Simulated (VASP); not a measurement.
# GaN (P6_3mc) in VASP: a series of runs

GaN is run at these levels: PBEsol-based global hybrid with 25 % exact exchange, r2SCAN+D4, PBEsol, r2SCANh; tasks: single point.

Program: VASP 6.6.1. These are calculated values, not measurements. Logs are shortened: lines on timing, memory, paths and dates and some standing lists are left out, and cuts for length are marked.

### 1 The cell of the first run

It takes space group P6_3mc (No. 186, hexagonal). The conventional cell has a = 3.180 Å, b = 3.180 Å, c = 5.166 Å, α = 90.00°, β = 90.00°, γ = 120.00°. Within 2.6 Å of Ga (site symmetry 3m) lie 4 N at 1.94 to 1.95 Å. Within 2.6 Å of N (site symmetry 3m) lie 4 Ga at 1.94 to 1.95 Å.

### 2 Single point, PBEsol-based global hybrid with 25 % exact exchange

The input, POSCAR:

```
GaN
1.0
    3.1800000000      0.0000000000      0.0000000000
   -1.5900000000      2.7539607840      0.0000000000
    0.0000000000      0.0000000000      5.1660000000
Ga N
2 2
Direct
    0.6666666667      0.3333333333      0.5000000000
    0.3333333333      0.6666666667      0.0000000000
    0.6666666667      0.3333333333      0.8750000000
    0.3333333333      0.6666666667      0.3750000000
```

The input, INCAR.step1:

```
PREC = Accurate
ENCUT = 520
EDIFF = 1E-5
ISMEAR = -1
SIGMA = 0.05
LREAL = False
LASPH = True
NELM = 60
ALGO = Normal
ISIF = 2
LWAVE = True
GGA = PE
NBANDS = 26
```

The input, INCAR.step2:

```
PREC = Accurate
ENCUT = 520
EDIFF = 1E-6
ISMEAR = -1
SIGMA = 0.05
LREAL = False
LASPH = True
NELM = 60
ALGO = Normal
ISIF = 2
LWAVE = False
LCHARG = True
GGA = PS
LHFCALC = True
AEXX = 0.25
PRECFOCK = Normal
LELF = True
LVHAR = True
ISTART = 1
NBANDS = 26
```

The input, KPOINTS:

```
Automatic mesh
0
Gamma
  5 5 3
```

Potentials or basis: VASP PAW PBE potentials, release 64 (Ga_d, N).

Launch:

```
> cat potpaw_PBE.64/Ga_d/POTCAR potpaw_PBE.64/N/POTCAR > POTCAR
> cp INCAR.step1 INCAR
> mpirun -np 1 vasp_std > vasp.out
> cp INCAR.step2 INCAR
> mpirun -np 1 vasp_std > vasp.out
```

OUTCAR:

```text
PREC = Accurate
   ENCUT = 520
   EDIFF = 1E-6
   ISMEAR = -1
   LREAL = False
   LASPH = True
   NELM = 60
   ISIF = 2
   GGA = PS
   LHFCALC = True
   AEXX = 0.25
   PRECFOCK = Normal
   ISTART = 1

 ion  position               nearest neighbor table
   1  0.667  0.333  0.500-   3 1.94   4 1.95   4 1.95   4 1.95
   2  0.333  0.667  0.000-   4 1.94   3 1.95   3 1.95   3 1.95
   3  0.667  0.333  0.875-   1 1.94   2 1.95   2 1.95   2 1.95
   4  0.333  0.667  0.375-   2 1.94   1 1.95   1 1.95   1 1.95

  LATTYP: Found a hexagonal cell.
 ALAT       =     3.1800000000
 C/A-ratio  =     1.6245283019

  Lattice vectors:

 A1 = (   3.1800000000,   0.0000000000,   0.0000000000)
 A2 = (  -1.5900000000,   2.7539607840,   0.0000000000)
 A3 = (   0.0000000000,   0.0000000000,   5.1660000000)

Analysis of symmetry for initial positions (statically):
=====================================================================
 Subroutine PRICEL returns:
 Original cell was already a primitive cell.

 Routine SETGRP: Setting up the symmetry group for a
 hexagonal supercell.

 Subroutine GETGRP returns: Found 12 space group operations
 (whereof  6 operations were pure point group operations)
 out of a pool of 24 trial point group operations.

The static configuration has the point symmetry C_3v.
 The point group associated with its full space group is C_6v.

Analysis of symmetry for dynamics (positions and initial velocities):
=====================================================================
 Subroutine PRICEL returns:
 Original cell was already a primitive cell.

 Routine SETGRP: Setting up the symmetry group for a
 hexagonal supercell.

 Subroutine GETGRP returns: Found 12 space group operations
 (whereof  6 operations were pure point group operations)
 out of a pool of 24 trial point group operations.

The dynamic configuration has the point symmetry C_3v.
 The point group associated with its full space group is C_6v.

 Subroutine INISYM returns: Found 12 space group operations
 (whereof  6 operations are pure point group operations),
 and found     1 'primitive' translations

----------------------------------------------------------------------------------------

                                     Primitive cell

  volume of cell :      45.2417

  direct lattice vectors                    reciprocal lattice vectors
     3.180000000  0.000000000  0.000000000     0.314465409  0.181556688  0.000000000
    -1.590000000  2.753960784  0.000000000     0.000000000  0.363113377  0.000000000
     0.000000000  0.000000000  5.166000000     0.000000000  0.000000000  0.193573364

  length of vectors
     3.180000000  3.180000000  5.166000000     0.363113377  0.363113377  0.193573364

  position of ions in fractional coordinates (direct lattice)
     0.666666667  0.333333333  0.500000000
     0.333333333  0.666666667  0.000000000
     0.666666667  0.333333333  0.875000000
     0.333333333  0.666666667  0.375000000

  ion indices of the primitive-cell ions
   primitive index   ion index
                 1           1
                 2           2
                 3           3
                 4           4

----------------------------------------------------------------------------------------

 KPOINTS: Automatic mesh

Automatic generation of k-mesh.
 Grid dimensions read from file:
 generate k-points for:    5    5    3

 Generating k-lattice:

  Cartesian coordinates                     Fractional coordinates (reciprocal lattice)
     0.062893082  0.036311338  0.000000000     0.200000000 -0.000000000  0.000000000
     0.000000000  0.072622675  0.000000000     0.000000000  0.200000000  0.000000000
     0.000000000  0.000000000  0.064524455     0.000000000  0.000000000  0.333333333

  Length of vectors
     0.072622675  0.072622675  0.064524455

  Shift w.r.t. Gamma in fractional coordinates (k-lattice)
     0.000000000  0.000000000  0.000000000

 Subroutine IBZKPT returns following result:
 ===========================================

 Found     10 irreducible k-points:

 Following reciprocal coordinates:
            Coordinates               Weight
  0.000000  0.000000  0.000000      1.000000
  0.200000  0.000000  0.000000      6.000000
  0.400000  0.000000  0.000000      6.000000
  0.200000  0.200000  0.000000      6.000000
  0.400000  0.200000  0.000000      6.000000
  0.000000  0.000000  0.333333      2.000000
  0.200000  0.000000  0.333333     12.000000
  0.400000  0.000000  0.333333     12.000000
  0.200000  0.200000  0.333333     12.000000
  0.400000  0.200000  0.333333     12.000000
   k-points           NKPTS =     10   k-points in BZ     NKDIM =     75   number of bands    NBANDS=     26
   number of dos      NEDOS =    301   number of ions     NIONS =      4
   total plane-waves  NPLWV =  23040
   dimension x,y,z NGX =    24 NGY =   24 NGZ =   40
   dimension x,y,z NGXF=    48 NGYF=   48 NGZF=   80
   ions per type =               2   2
   NGX,Y,Z   is equivalent  to a cutoff of  12.55, 12.55, 12.87 a.u.
   NGXF,Y,Z  is equivalent  to a cutoff of  25.09, 25.09, 25.74 a.u.
 SYSTEM =  unknown system
   PREC   = accura    normal or accurate (medium, high low for compatibility)
   ISTART =      1    job   : 0-new  1-cont  2-samecut
   ICHARG =      0    charge: 1-file 2-atom 10-const
   ISPIN  =      1    spin polarized calculation?
   LNONCOLLINEAR =      F non collinear calculations
   LSORBIT =      F    spin-orbit coupling
   LASPH  =      T    aspherical Exc in radial PAW
   ENCUT  =  520.0 eV  38.22 Ry    6.18 a.u.   5.91  5.91  9.61*2*pi/ulx,y,z
   NELM   =     60;   NELMIN=  2; NELMDL=  0     # of ELM steps
   EDIFF  = 0.1E-05   stopping-criterion for ELM
   LREAL  =      F    real-space projection
   EDIFFG = 0.1E-04   stopping-criterion for IOM
   NSW    =      0    number of steps for IOM
   IBRION =     -1    ionic relax: 0-MD 1-quasi-New 2-CG
   NFREE  =      0    steps in history (QN), initial steepest desc. (CG)
   ISIF   =      2    stress and relaxation
   ISYM   =      3    0-nonsym 1-usesym 2-fastsym
   POTIM  = 0.5000    time-step for ionic-motion
   TEBEG  =    0.0;   TEEND  =   0.0 temperature during run
   PSTRESS=    0.0 pullay stress
   NELECT =      36.0000    total number of electrons
   NUPDOWN=      -1.0000    fix difference up-down
   EMIN   =  10.00;   EMAX   =-10.00  energy-range for DOS
   EFERMI =   0.00;   METHOD = LEGACY
   ISMEAR =    -1;   SIGMA  =   0.05  broadening in eV -4-tet -1-fermi 0-gaus
   EFERMI_NEDOS =   21; number of points for ismear=-14 and -15
   IALGO  =     38    algorithm
   IMIX   =      1    mixing-type and parameters
     AMIX     =   0.40;   BMIX     =  1.00
     AMIX_MAG =   1.60;   BMIX_MAG =  1.00
  volume/ion in A,a.u.               =      11.31        76.33
  Fermi-wavevector in a.u.,A,eV,Ry     =   1.517036  2.866782 31.312427  2.301398
  Thomas-Fermi vector in A             =   2.626345
   LORBIT       =      0    0 simple, 1 ext, 2 COOP (PROOUT), +10 PAW based schemes
   GGA     = PS    functional components
   LHFCALC =     T    Hartree Fock is set to
   PRECFOCK=normal    Normal, Fast or Accurate (Low or Medium for compatibility)
   ENCUT4O =  -1.0   cutoff for four orbital integrals eV
   NKREDX  =     1    reduce k-point grid by
   NKREDY  =     1    reduce k-point grid by
   NKREDZ  =     1    reduce k-point grid by
   AEXX    =    0.2500 exact exchange contribution
   HFSCREEN=    0.0000 screening length (either q_TF or 0.3 A-1)
   HFSCREENC=   0.0000 screening length for correlation (either q_TF or 0.3 A-1)
   ENCUTFOCK=  -1.0 apply spherical cutoff to Coloumb kernel
   IVDW    =     0    specifies the selected vdW correction
   LEPSILON=     F    determine dielectric tensor
   LRPA    =     F    only Hartree local field effects (RPA)
 non-spin polarized calculation
  energy-cutoff  :      520.00
  volume of cell :       45.24
 maximum number of plane-waves:      1232
 NGX is ok and might be reduce to    24
  NGX = 18; NGY = 18; NGZ = 30

 number of electron      36.0000002 magnetization

 Free energy of the ion-electron system (eV)
  ---------------------------------------------------
  ext. energy  EPLUGINS =         0.00000000
  ---------------------------------------------------
  free energy    TOTEN  =       -32.78841143 eV

  energy without entropy =      -32.78841143  energy(sigma->0) =      -32.78841143

 E-fermi :   5.1692     XC(G=0):  -9.3787

 val. band max:        4.1137593933   @ k =   0.0000   0.0000   0.0000
 cond. band min:       8.0654178513   @ k =   0.0000   0.0000   0.0000
 fundamental gap:      3.9516584580
 Fermi energy:         5.1691598268

 k-point     1 :       0.0000    0.0000    0.0000
  band No.  band energies     occupation
      1     -13.4984      2.00000
      2     -12.8045      2.00000
      3     -11.4759      2.00000
      4     -11.4541      2.00000
      5     -11.4541      2.00000
      6     -11.3906      2.00000
[... 18 lines left out ...]
     25      18.3237      0.00000
     26      18.3237      0.00000

 k-point     2 :       0.2000    0.0000    0.0000
  band No.  band energies     occupation
      1     -13.1769      2.00000
      2     -12.7524      2.00000
      3     -11.4310      2.00000
      4     -11.4102      2.00000
      5     -11.3515      2.00000
      6     -11.3231      2.00000
[... 18 lines left out ...]
     25      18.0067      0.00000
     26      19.0774      0.00000

 k-point     3 :       0.4000    0.0000    0.0000
  band No.  band energies     occupation
      1     -12.8405      2.00000
      2     -12.7095      2.00000
      3     -11.3959      2.00000
      4     -11.3801      2.00000
      5     -11.2884      2.00000
      6     -11.2296      2.00000
[... 18 lines left out ...]
     25      18.5461      0.00000
     26      20.1309      0.00000

 k-point     4 :       0.2000    0.2000    0.0000
  band No.  band energies     occupation
      1     -12.8744      2.00000
      2     -12.7154      2.00000
      3     -11.4133      2.00000
      4     -11.3603      2.00000
      5     -11.2927      2.00000
      6     -11.2654      2.00000
[... 18 lines left out ...]
     25      17.4906      0.00000
     26      20.5867      0.00000

 k-point     5 :       0.4000    0.2000    0.0000
  band No.  band energies     occupation
      1     -12.7631      2.00000
      2     -12.7071      2.00000
      3     -11.4345      2.00000
      4     -11.3245      2.00000
      5     -11.2387      2.00000
      6     -11.2383      2.00000
[... 18 lines left out ...]
     25      19.1682      0.00000
     26      19.6135      0.00000

 k-point     6 :       0.0000    0.0000    0.3333
  band No.  band energies     occupation
      1     -13.2149      2.00000
      2     -12.8660      2.00000
      3     -11.4457      2.00000
      4     -11.4457      2.00000
      5     -11.4136      2.00000
      6     -11.4136      2.00000
[... 18 lines left out ...]
     25      17.4096      0.00000
     26      17.4096      0.00000

 k-point     7 :       0.2000    0.0000    0.3333
  band No.  band energies     occupation
      1     -12.9797      2.00000
      2     -12.7757      2.00000
      3     -11.4180      2.00000
      4     -11.3924      2.00000
      5     -11.3769      2.00000
      6     -11.3486      2.00000
[... 18 lines left out ...]
     25      17.4184      0.00000
     26      18.3791      0.00000

 k-point     8 :       0.4000    0.0000    0.3333
  band No.  band energies     occupation
      1     -12.7635      2.00000
      2     -12.7009      2.00000
      3     -11.4084      2.00000
      4     -11.3510      2.00000
      5     -11.3365      2.00000
      6     -11.2539      2.00000
[... 18 lines left out ...]
     25      17.8452      0.00000
     26      19.7378      0.00000

 k-point     9 :       0.2000    0.2000    0.3333
  band No.  band energies     occupation
      1     -12.7815      2.00000
      2     -12.7075      2.00000
      3     -11.3747      2.00000
      4     -11.3695      2.00000
      5     -11.3262      2.00000
      6     -11.3010      2.00000
[... 18 lines left out ...]
     25      17.8506      0.00000
     26      19.3411      0.00000

 k-point    10 :       0.4000    0.2000    0.3333
  band No.  band energies     occupation
      1     -12.7134      2.00000
      2     -12.6864      2.00000
      3     -11.3771      2.00000
      4     -11.3510      2.00000
      5     -11.3251      2.00000
      6     -11.2572      2.00000
[... 18 lines left out ...]
     25      19.0304      0.00000
     26      19.9534      0.00000

------------------------ aborting loop because EDIFF is reached ----------------------------------------

  FORCE on cell =-STRESS in cart. coord.  units (eV):
  Direction    XX          YY          ZZ          XY          YZ          ZX
  --------------------------------------------------------------------------------------
  -------------------------------------------------------------------------------------
  Total       -1.1999717     -1.1999717     -0.7439863      0.0000000      0.0000000      0.0000000
  in kB      -42.4954367    -42.4954367    -26.3473074      0.0000000      0.0000000      0.0000000
  external PRESSURE =     -37.1127269 kB  Pullay stress =       0.0000000 kB

 VOLUME and BASIS-vectors are now :
 -----------------------------------------------------------------------------
  energy-cutoff  :      520.00
  volume of cell :       45.24
      direct lattice vectors                 reciprocal lattice vectors
     3.180000000  0.000000000  0.000000000     0.314465409  0.181556688  0.000000000
    -1.590000000  2.753960784  0.000000000     0.000000000  0.363113377  0.000000000
     0.000000000  0.000000000  5.166000000     0.000000000  0.000000000  0.193573364

 POSITION                                       TOTAL-FORCE (eV/Angst)
 -----------------------------------------------------------------------------------
      1.59000      0.91799      2.58300        -0.000000     -0.000000     -0.149907
     -0.00000      1.83597      0.00000         0.000000      0.000000     -0.149907
      1.59000      0.91799      4.52025        -0.000000     -0.000000      0.149907
     -0.00000      1.83597      1.93725         0.000000      0.000000      0.149907
 -----------------------------------------------------------------------------------
    total drift:                               -0.000001     -0.000001     -0.000037

  FREE ENERGIE OF THE ION-ELECTRON SYSTEM (eV)
  ---------------------------------------------------
  free  energy   TOTEN  =       -32.7884114345 eV

  energy  without entropy=      -32.7884114345  energy(sigma->0) =      -32.78841143
```

Wall time 66 min (1 thread of AMD EPYC, shared host); peak memory 0.14 GiB.

What came out:

* Free energy: -32.7884 eV
* Pressure: -3.7 GPa
* Largest force: 0.150 eV/Å
* Band gap on the k mesh: 3.95 eV

Forces on the atoms (eV/Å):
```
Ga   0.000  0.000 -0.150
Ga   0.000  0.000 -0.150
N    0.000  0.000  0.150
N    0.000  0.000  0.150
```

Caveat: the k points lie up to 0.46 Å⁻¹ apart; the PAW data sets were made with another functional, which shifts forces and pressure a little.

### 3 Single point, r2SCAN+D4

This run uses another cell than the first one, of 11.76 Å³/atom.

The input, POSCAR:

```
GaN
1.0
    3.2218469041      0.0000000000      0.0000000000
   -1.6109234521      2.7902012661      0.0000000000
    0.0000000000      0.0000000000      5.2339814801
Ga N
2 2
Direct
    0.6666666667      0.3333333333      0.5000000000
    0.3333333333      0.6666666667      0.0000000000
    0.6666666667      0.3333333333      0.8750000000
    0.3333333333      0.6666666667      0.3750000000
```

The input, INCAR.step1:

```
PREC = Accurate
ENCUT = 520
ISMEAR = -1
SIGMA = 0.05
LREAL = F
LASPH = T
NELM = 100
NBANDS = 26
GGA = PE
ALGO = Normal
EDIFF = 1E-4
LWAVE = T
LCHARG = F
```

The input, INCAR.step2:

```
PREC = Accurate
ENCUT = 520
EDIFF = 1E-6
ISMEAR = -1
SIGMA = 0.05
LREAL = F
LASPH = T
NELM = 100
ALGO = Normal
ISIF = 2
LWAVE = F
LCHARG = T
METAGGA = R2SCAN
LMIXTAU = T
IVDW = 13
VDW_S6 = 1.0
VDW_S8 = 0.6018749
VDW_A1 = 0.51559235
VDW_A2 = 5.77342911
LELF = T
LVHAR = T
NBANDS = 26
ISTART = 1
```

The input, KPOINTS:

```
regular mesh
0
Gamma
  10 10 5
```

Potentials or basis: VASP PAW PBE potentials, release 64 (Ga_d, N).

Launch:

```
> cat potpaw_PBE.64/Ga_d/POTCAR potpaw_PBE.64/N/POTCAR > POTCAR
> cp INCAR.step1 INCAR
> mpirun -np 1 vasp_std > vasp.out
> cp INCAR.step2 INCAR
> mpirun -np 1 vasp_std > vasp.out
```

Run time: 91 s. Hardware: 1 thread of Intel Xeon Platinum 8488C (Sapphire Rapids), shared host; peak memory 0.19 GiB.

Results (log left out):

```
Free energy                : -44.3668 eV
Pressure                   : -7.0 GPa
Largest force              : 0.125 eV/Å
Band gap on the k mesh     : 2.10 eV
Dispersion energy per atom : -0.142 eV
```

Forces on the atoms (eV/Å):
```
Ga   0.000  0.000 -0.125
Ga   0.000  0.000 -0.125
N    0.000  0.000  0.125
N    0.000  0.000  0.125
```

Stress tensor (GPa, compression positive):
```
-7.62  0.00  0.00
 0.00 -7.62  0.00
 0.00  0.00 -5.90
```

Levels at points of the mesh, in eV from the valence-band top:
| k point | band 16 | band 17 | band 18 | band 19 | band 20 | band 21 |
| --- | --- | --- | --- | --- | --- | --- |
| (0.00, 0.00, 0.00) | -0.06 | 0.00 | 0.00 | 2.10 | 4.57 | 9.76 |
| (0.50, 0.00, 0.00) | -2.73 | -2.18 | -0.97 | 5.46 | 5.90 | 6.45 |

Caveat: the cell stands under tension; the PAW data sets were made with another functional, which shifts forces and pressure a little. r2SCAN opens gaps a little over a GGA but as a rule still falls short of measured ones.

### 4 Single point, r2SCAN+D4

This run uses another cell than the first one, of 11.99 Å³/atom.

The input, POSCAR:

```
GaN
1.0
    3.2423687753      0.0000000000      0.0000000000
   -1.6211843877      2.8079737278      0.0000000000
    0.0000000000      0.0000000000      5.2673198406
Ga N
2 2
Direct
    0.6666666667      0.3333333333      0.5000000000
    0.3333333333      0.6666666667      0.0000000000
    0.6666666667      0.3333333333      0.8750000000
    0.3333333333      0.6666666667      0.3750000000
```

The input, INCAR.step1:

```
SYSTEM = GaN
  PREC = Accurate
  ENCUT = 520
  ISMEAR = -1
  SIGMA = 0.05
  LREAL = .FALSE.
  LASPH = .TRUE.
  NELM = 80
  NBANDS = 26
  GGA = PE
  ALGO = Normal
  EDIFF = 1E-4
  LWAVE = .TRUE.
  LCHARG = .FALSE.
```

The input, INCAR.step2:

```
SYSTEM = GaN
  PREC = Accurate
  ENCUT = 520
  EDIFF = 1E-6
  ISMEAR = -1
  SIGMA = 0.05
  LREAL = .FALSE.
  LASPH = .TRUE.
  NELM = 80
  ALGO = Normal
  ISIF = 2
  LWAVE = .FALSE.
  LCHARG = .FALSE.
  METAGGA = R2SCAN
  LMIXTAU = .TRUE.
  IVDW = 13
  VDW_S6 = 1.0
  VDW_S8 = 0.6018749
  VDW_A1 = 0.51559235
  VDW_A2 = 5.77342911
  NBANDS = 26
  ISTART = 1
```

The input, KPOINTS:

```
regular mesh
0
G
  10 10 5
  0 0 0
```

Launch:

```
> cat potpaw_PBE.64/Ga_d/POTCAR potpaw_PBE.64/N/POTCAR > POTCAR
> cp INCAR.step1 INCAR
> mpirun -np 1 vasp_std > vasp.out
> cp INCAR.step2 INCAR
> mpirun -np 1 vasp_std > vasp.out
```

Run time: 87 s. Hardware: 1 thread of Intel Xeon Platinum 8488C (Sapphire Rapids), shared host; peak memory 0.19 GiB.

It converged, with:

```
Free energy                : -44.3189 eV
Pressure                   : -10.1 GPa
Largest force              : 0.123 eV/Å
Band gap on the k mesh     : 1.97 eV
Dispersion energy per atom : -0.139 eV
```

Forces on the atoms (eV/Å):
```
Ga   0.000  0.000 -0.123
Ga   0.000  0.000 -0.123
N    0.000  0.000  0.123
N    0.000  0.000  0.123
```

Stress tensor (GPa, compression positive):
```
-10.67   0.00   0.00
  0.00 -10.67   0.00
  0.00   0.00  -9.06
```

Levels at points of the mesh, in eV from the valence-band top:
| k point | band 14 | band 15 | band 16 | band 17 | band 18 | band 19 | band 20 | band 21 | band 22 | band 23 |
| --- | --- | --- | --- | --- | --- | --- | --- | --- | --- | --- |
| (0.00, 0.00, 0.00) | -1.02 | -1.02 | -0.06 | 0.00 | 0.00 | 1.97 | 4.44 | 9.64 | 10.24 | 10.24 |
| (0.50, 0.00, 0.00) | -5.18 | -4.10 | -2.66 | -2.13 | -0.95 | 5.39 | 5.77 | 6.40 | 8.89 | 10.71 |

Caveat: the cell stands under tension; the PAW data sets were made with another functional, which shifts forces and pressure a little. r2SCAN opens gaps a little over a GGA but as a rule still falls short of measured ones.

[end of part 1 of 2]
